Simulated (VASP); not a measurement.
# C (Pmmn) in VASP: relaxation of cell and atoms with PBE

Aim: the relaxation of cell and atoms of C with PBE.

All numbers are computed with VASP 6.6.1; they aren't measurements. Logs are shortened: lines on timing, memory, paths and dates and some standing lists are left out, and cuts for length are marked.

### Step 1. The cell of the first run

It takes space group Pmmn (No. 59, orthorhombic). The conventional cell has a = 1.797 Å, b = 2.228 Å, c = 1.826 Å, α = 90.00°, β = 90.00°, γ = 90.00°. C (site symmetry mm2) has 12 C at 1.58 to 1.84 Å within 2.1 Å.

The cell was generated, and may not be a known phase.

### Step 2. Relaxation of cell and atoms, PBE

Contents of INCAR:

```
SYSTEM = C
ALGO = Normal
EDIFF = 1E-7
EDIFFG = -0.04
ENCUT = 1300
GGA = PE
GGA_COMPAT = .False.
IBRION = 2
ISIF = 3
ISMEAR = 0
LASPH = .True.
LCHARG = .False.
LREAL = .False.
LWAVE = .False.
NELM = 120
NELMIN = 4
NSW = 90
PREC = Accurate
SIGMA = 0.1
```

Contents of KPOINTS:

```
k-points
0
Gamma
  10 8 10
  0 0 0
```

Contents of POSCAR:

```
C
1.0
    1.7966886300      0.0000000000      0.0000000000
    0.0000000000      2.2282488500      0.0000000000
    0.0000000000      0.0000000000      1.8262882000
C
2
Direct
    0.5000000000      0.0000000000      0.8156311700
    0.0000000000      0.5000000000      0.1843688300
```

Potentials or basis: VASP PAW PBE potentials, release 64 (C_h).

The run is started by

```sh
$ cat potpaw_PBE.64/C_h/POTCAR > POTCAR
$ mpirun -np 1 vasp_std > vasp.out
```

OUTCAR:

```text
SYSTEM = C
   EDIFF = 1E-7
   EDIFFG = -0.04
   ENCUT = 1300
   GGA = PE
   IBRION = 2
   ISIF = 3
   ISMEAR = 0
   LASPH = .True.
   LREAL = .False.
   NELM = 120
   NELMIN = 4
   NSW = 90
   PREC = Accurate

 ion  position               nearest neighbor table
   1  0.500  0.000  0.816-
   2  0.000  0.500  0.184-

  LATTYP: Found a simple orthorhombic cell.
 ALAT       =     1.7966886300
 B/A-ratio  =     1.0164745129
 C/A-ratio  =     1.2401975572

  Lattice vectors:

 A1 = (  -1.7966886300,   0.0000000000,   0.0000000000)
 A2 = (   0.0000000000,   0.0000000000,   1.8262882000)
 A3 = (   0.0000000000,   2.2282488500,   0.0000000000)

Analysis of symmetry for initial positions (statically):
=====================================================================
 Subroutine PRICEL returns:
 Original cell was already a primitive cell.

 Routine SETGRP: Setting up the symmetry group for a
 simple orthorhombic supercell.

 Subroutine GETGRP returns: Found  8 space group operations
 (whereof  4 operations were pure point group operations)
 out of a pool of  8 trial point group operations.

The static configuration has the point symmetry C_2v.
 The point group associated with its full space group is D_2h.

Analysis of symmetry for dynamics (positions and initial velocities):
=====================================================================
 Subroutine PRICEL returns:
 Original cell was already a primitive cell.

 Routine SETGRP: Setting up the symmetry group for a
 simple orthorhombic supercell.

 Subroutine GETGRP returns: Found  8 space group operations
 (whereof  4 operations were pure point group operations)
 out of a pool of  8 trial point group operations.

The dynamic configuration has the point symmetry C_2v.
 The point group associated with its full space group is D_2h.

 Subroutine INISYM returns: Found  8 space group operations
 (whereof  4 operations are pure point group operations),
 and found     1 'primitive' translations

----------------------------------------------------------------------------------------

                                     Primitive cell

  volume of cell :       7.3115

  direct lattice vectors                    reciprocal lattice vectors
     1.796688630  0.000000000  0.000000000     0.556579467  0.000000000  0.000000000
     0.000000000  2.228248850  0.000000000     0.000000000  0.448782909  0.000000000
     0.000000000  0.000000000  1.826288200     0.000000000  0.000000000  0.547558704

  length of vectors
     1.796688630  2.228248850  1.826288200     0.556579467  0.448782909  0.547558704

  position of ions in fractional coordinates (direct lattice)
     0.500000000  0.000000000  0.815631170
     0.000000000  0.500000000  0.184368830

  ion indices of the primitive-cell ions
   primitive index   ion index
                 1           1
                 2           2

----------------------------------------------------------------------------------------

 KPOINTS: k-points

Automatic generation of k-mesh.
 Grid dimensions read from file:
 generate k-points for:   10    8   10

 Generating k-lattice:

  Cartesian coordinates                     Fractional coordinates (reciprocal lattice)
     0.055657947  0.000000000  0.000000000     0.100000000  0.000000000  0.000000000
     0.000000000  0.056097864  0.000000000     0.000000000  0.125000000  0.000000000
     0.000000000  0.000000000  0.054755870     0.000000000  0.000000000  0.100000000

  Length of vectors
     0.055657947  0.056097864  0.054755870

  Shift w.r.t. Gamma in fractional coordinates (k-lattice)
     0.000000000  0.000000000  0.000000000

 Subroutine IBZKPT returns following result:
 ===========================================

 Found    180 irreducible k-points:

 Following reciprocal coordinates:
            Coordinates               Weight
  0.000000  0.000000  0.000000      1.000000
  0.100000  0.000000  0.000000      2.000000
  0.200000  0.000000  0.000000      2.000000
  0.300000  0.000000  0.000000      2.000000
  0.400000  0.000000  0.000000      2.000000
  0.500000  0.000000  0.000000      1.000000
[... 16 lines left out ...]
  0.400000  0.375000  0.000000      4.000000
  0.500000  0.375000  0.000000      2.000000
 [... further k-points ...]
   k-points           NKPTS =    180   k-points in BZ     NKDIM =    180   number of bands    NBANDS=      8
   number of dos      NEDOS =    301   number of ions     NIONS =      2
   total plane-waves  NPLWV =  16128
   dimension x,y,z NGX =    24 NGY =   28 NGZ =   24
   dimension x,y,z NGXF=    48 NGYF=   56 NGZF=   48
   ions per type =               2
   NGX,Y,Z   is equivalent  to a cutoff of  22.21, 20.89, 21.85 a.u.
   NGXF,Y,Z  is equivalent  to a cutoff of  44.41, 41.78, 43.69 a.u.
 SYSTEM =  C
   PREC   = accura    normal or accurate (medium, high low for compatibility)
   ISTART =      0    job   : 0-new  1-cont  2-samecut
   ICHARG =      2    charge: 1-file 2-atom 10-const
   ISPIN  =      1    spin polarized calculation?
   LNONCOLLINEAR =      F non collinear calculations
   LSORBIT =      F    spin-orbit coupling
   LASPH  =      T    aspherical Exc in radial PAW
   ENCUT  = 1300.0 eV  95.55 Ry    9.77 a.u.   5.28  6.55  5.37*2*pi/ulx,y,z
   NELM   =    120;   NELMIN=  4; NELMDL= -5     # of ELM steps
   EDIFF  = 0.1E-06   stopping-criterion for ELM
   LREAL  =      F    real-space projection
   EDIFFG = -.4E-01   stopping-criterion for IOM
   NSW    =     90    number of steps for IOM
   IBRION =      2    ionic relax: 0-MD 1-quasi-New 2-CG
   NFREE  =      1    steps in history (QN), initial steepest desc. (CG)
   ISIF   =      3    stress and relaxation
   ISYM   =      2    0-nonsym 1-usesym 2-fastsym
   POTIM  = 0.5000    time-step for ionic-motion
   TEBEG  =    0.0;   TEEND  =   0.0 temperature during run
   PSTRESS=    0.0 pullay stress
   NELECT =       8.0000    total number of electrons
   NUPDOWN=      -1.0000    fix difference up-down
   EMIN   =  10.00;   EMAX   =-10.00  energy-range for DOS
   EFERMI =   0.00;   METHOD = LEGACY
   ISMEAR =     0;   SIGMA  =   0.10  broadening in eV -4-tet -1-fermi 0-gaus
   EFERMI_NEDOS =   21; number of points for ismear=-14 and -15
   IALGO  =     38    algorithm
   IMIX   =      4    mixing-type and parameters
     AMIX     =   0.40;   BMIX     =  1.00
     AMIX_MAG =   1.60;   BMIX_MAG =  1.00
  volume/ion in A,a.u.               =       3.66        24.67
  Fermi-wavevector in a.u.,A,eV,Ry     =   1.686953  3.187878 38.719584  2.845809
  Thomas-Fermi vector in A             =   2.769525
   LORBIT       =      0    0 simple, 1 ext, 2 COOP (PROOUT), +10 PAW based schemes
   GGA     = PE    functional components
   LHFCALC =     F    Hartree Fock is set to
   AEXX    =    0.0000 exact exchange contribution
   IVDW    =     0    specifies the selected vdW correction
   LEPSILON=     F    determine dielectric tensor
   LRPA    =     F    only Hartree local field effects (RPA)
 conjugate gradient relaxation of ions
 non-spin polarized calculation
 Gauss-broadening in eV      SIGMA  =   0.10
  energy-cutoff  :     1300.00
  volume of cell :        7.31
 maximum number of plane-waves:       795
 NGX is ok and might be reduce to    24
   NGX = 11   NGY = 13   NGZ = 11

--------------------------------------- Ionic step        1  -------------------------------------------

 number of electron       8.0000000 magnetization

 Free energy of the ion-electron system (eV)
  ---------------------------------------------------
  ext. energy  EPLUGINS =         0.00000000
  ---------------------------------------------------
  free energy    TOTEN  =        -5.51655642 eV

  energy without entropy =       -5.51407512  energy(sigma->0) =       -5.51531577

------------------------ aborting loop because EDIFF is reached ----------------------------------------

  FORCE on cell =-STRESS in cart. coord.  units (eV):
  Direction    XX          YY          ZZ          XY          YZ          ZX
  --------------------------------------------------------------------------------------
  -------------------------------------------------------------------------------------
  Total       21.3329250     11.9561256     17.5009713      0.0000000      0.0000000      0.0000000
  in kB     4674.7152943   2619.9634254   3835.0136315      0.0000000      0.0000000      0.0000000
  external PRESSURE =    3709.8974504 kB  Pullay stress =       0.0000000 kB
[... 89 lines left out ...]
  FREE ENERGIE OF THE ION-ELECTRON SYSTEM (eV)
  ---------------------------------------------------
  free  energy   TOTEN  =       -11.4000833195 eV

  energy  without entropy=      -11.3979345610  energy(sigma->0) =      -11.39900894

 E-fermi :  10.1113     XC(G=0): -13.2878

 val. band max:       10.0903480705   @ k =   0.3000   0.3750   0.3000
 cond. band min:      10.1393756857   @ k =   0.4000   0.1250   0.4000
 fundamental gap:      0.0490276152
 Fermi energy:        10.1113090363

 k-point     1 :       0.0000    0.0000    0.0000
  band No.  band energies     occupation
      1     -10.8237      2.00000
      2       5.7933      2.00000
      3       6.6309      2.00000
      4       9.7473      2.00000
      5      14.1452      0.00000
      6      20.8473      0.00000
      7      21.6941      0.00000
      8      22.8519      0.00000
[... 243 lines left out ...]
 k-point    24 :       0.5000    0.3750    0.0000
  band No.  band energies     occupation
      1      -2.5741      2.00000
      2      -2.5741      2.00000
      3       3.2444      2.00000
      4       3.2444      2.00000
      5      15.6959      0.00000
      6      15.6959      0.00000
      7      27.1314      0.00000
      8      27.1314      0.00000

 [... further k-points ...]

[... ionic steps 4 to 37 ...]

--------------------------------------- Ionic step       38  -------------------------------------------

 number of electron       8.0000000 magnetization

------------------------ aborting loop because EDIFF is reached ----------------------------------------
[... 67 lines left out ...]
--------------------------------------- Ionic step       40  -------------------------------------------

 number of electron       8.0000000 magnetization

 Free energy of the ion-electron system (eV)
  ---------------------------------------------------
  ext. energy  EPLUGINS =         0.00000000
  ---------------------------------------------------
  free energy    TOTEN  =       -13.10541636 eV

  energy without entropy =      -13.10201475  energy(sigma->0) =      -13.10371555

 E-fermi :   7.0175     XC(G=0): -11.8801

 val. band max:        7.0085984894   @ k =   0.3000   0.3750   0.2000
 cond. band min:       7.0177918632   @ k =   0.3000   0.3750   0.3000
 fundamental gap:      0.0091933738
 Fermi energy:         7.0175390918

 k-point     1 :       0.0000    0.0000    0.0000
  band No.  band energies     occupation
      1     -12.5782      2.00000
      2       2.6374      2.00000
      3       4.1628      2.00000
      4       4.1628      2.00000
      5      13.6426      0.00000
      6      14.1537      0.00000
      7      16.5839      0.00000
      8      20.5007      0.00000
[... 243 lines left out ...]
 k-point    24 :       0.5000    0.3750    0.0000
  band No.  band energies     occupation
      1      -4.4125      2.00000
      2      -4.4125      2.00000
      3       1.8040      2.00000
      4       1.8040      2.00000
      5      10.0007      0.00000
      6      10.0007      0.00000
      7      23.5936      0.00000
      8      23.5936      0.00000

 [... further k-points ...]

------------------------ aborting loop because EDIFF is reached ----------------------------------------

  FORCE on cell =-STRESS in cart. coord.  units (eV):
  Direction    XX          YY          ZZ          XY          YZ          ZX
  --------------------------------------------------------------------------------------
  -------------------------------------------------------------------------------------
  Total        0.0016852     -0.0435174     -0.0063324      0.0000000      0.0000000      0.0000000
  in kB        0.1795875     -4.6374955     -0.6748166      0.0000000      0.0000000      0.0000000
  external PRESSURE =      -1.7109082 kB  Pullay stress =       0.0000000 kB
[... 17 lines left out ...]
  FREE ENERGIE OF THE ION-ELECTRON SYSTEM (eV)
  ---------------------------------------------------
  free  energy   TOTEN  =       -13.1054163576 eV

  energy  without entropy=      -13.1020147479  energy(sigma->0) =      -13.10371555

 reached required accuracy - stopping structural energy minimisation
```

It took 7.4 min on 1 thread of Intel Xeon Platinum 8259CL at 2.50GHz (Skylake/Cascade Lake), shared host; peak memory 0.15 GiB.

What came out:

```
Free energy                           : -13.1054 eV
Relaxed volume                        : 7.52 Å³/atom
Relaxed cell                          : a = 2.298 Å, b = 2.297 Å, c = 2.849 Å, α = 90.00°, β = 90.00°, γ = 90.00°
Space group after relaxing (to 0.1 Å) : P4/mmm (No. 123)
Energy gained by relaxing             : 3794.4 meV/atom
Ionic steps                           : 40
Pressure after relaxing               : -0.2 GPa
Largest force after relaxing          : 0.005 eV/Å
Band gap on the k mesh                : zero (bands 4 and 5 overlap by 3.14 eV)
```

Forces on the atoms (eV/Å):
```
C    0.000  0.000  0.005
C    0.000  0.000 -0.005
```

The path:
| step | energy change (eV) | largest force (eV/Å) | pressure (GPa) | volume (Å³) |
| --- | --- | --- | --- | --- |
| 1 | 0.0000 | 3.7802 | 370.99 | 7.31 |
| 2 | -4.7428 | 1.9543 | -49.40 | 20.29 |
| 3 | -5.8835 | 3.5968 | -25.57 | 14.18 |
| 4 | -5.8879 | 3.6810 | -22.56 | 13.93 |
| 5 | -7.1066 | 1.5648 | -28.15 | 13.66 |
| 6 | -7.1103 | 1.4286 | -27.97 | 13.64 |
| 7 | -7.2843 | 1.5135 | 33.00 | 11.49 |
| 8 | -7.4600 | 0.2021 | 2.45 | 12.32 |
| 9 | -7.4746 | 0.1157 | -3.28 | 12.54 |
| 10 | -7.4792 | 0.0086 | -1.06 | 12.47 |
| 11 | -7.4797 | 0.0049 | 1.49 | 12.41 |
| 12 | -7.4798 | 0.0056 | 1.04 | 12.42 |
| 13 | -7.4807 | 0.0008 | 1.21 | 12.45 |
| 14 | -7.4858 | 0.0199 | 1.26 | 12.55 |
| 15 | -7.4983 | 0.0596 | 2.38 | 12.73 |
| 16 | -7.5068 | 0.1422 | 5.85 | 13.09 |
| 17 | -7.5178 | 0.3066 | 13.30 | 13.75 |
| 18 | -7.5220 | 0.2501 | 10.34 | 13.51 |
| 19 | -7.5222 | 0.2758 | 11.45 | 13.62 |
| 20 | -7.5208 | 0.2928 | 12.42 | 13.69 |
| 21 | -7.5218 | 0.2838 | 11.86 | 13.65 |
| 22 | -7.5218 | 0.2840 | 11.88 | 13.65 |
| 23 | -7.5219 | 0.2847 | 11.90 | 13.66 |
| 24 | -7.5221 | 0.2862 | 11.96 | 13.67 |
| 25 | -7.5223 | 0.2890 | 12.09 | 13.69 |
| 26 | -7.5225 | 0.2947 | 12.33 | 13.73 |
| 27 | -7.5229 | 0.2944 | 12.29 | 13.73 |
| 28 | -7.5238 | 0.2934 | 12.17 | 13.74 |
| 29 | -7.5257 | 0.2914 | 11.93 | 13.76 |
| 30 | -7.5293 | 0.2875 | 11.46 | 13.79 |
| 31 | -7.5363 | 0.2798 | 10.53 | 13.86 |
| 32 | -7.5486 | 0.2643 | 8.69 | 14.00 |
| 33 | -7.5675 | 0.2325 | 5.27 | 14.28 |
| 34 | -7.5850 | 0.1620 | -0.61 | 14.84 |
| 35 | -7.5850 | 0.1577 | -0.94 | 14.87 |
| 36 | -7.5861 | 0.1293 | -0.83 | 14.90 |
| 37 | -7.5883 | 0.0434 | -0.50 | 14.99 |
| 38 | -7.5869 | 0.1306 | 0.11 | 15.17 |
| 39 | -7.5887 | 0.0136 | -0.33 | 15.05 |
| 40 | -7.5889 | 0.0050 | -0.17 | 15.03 |

Final structure:
```
C
1.0
     2.29759    0.00000    0.00000
     0.00000    2.29715    0.00000
     0.00000    0.00000    2.84858
C
2
Direct
  0.50000 0.00000 0.99992
  0.00000 0.50000 0.00008
```

Caveat: the volume moved by over 15 % at a fixed basis, so the end points are rough.
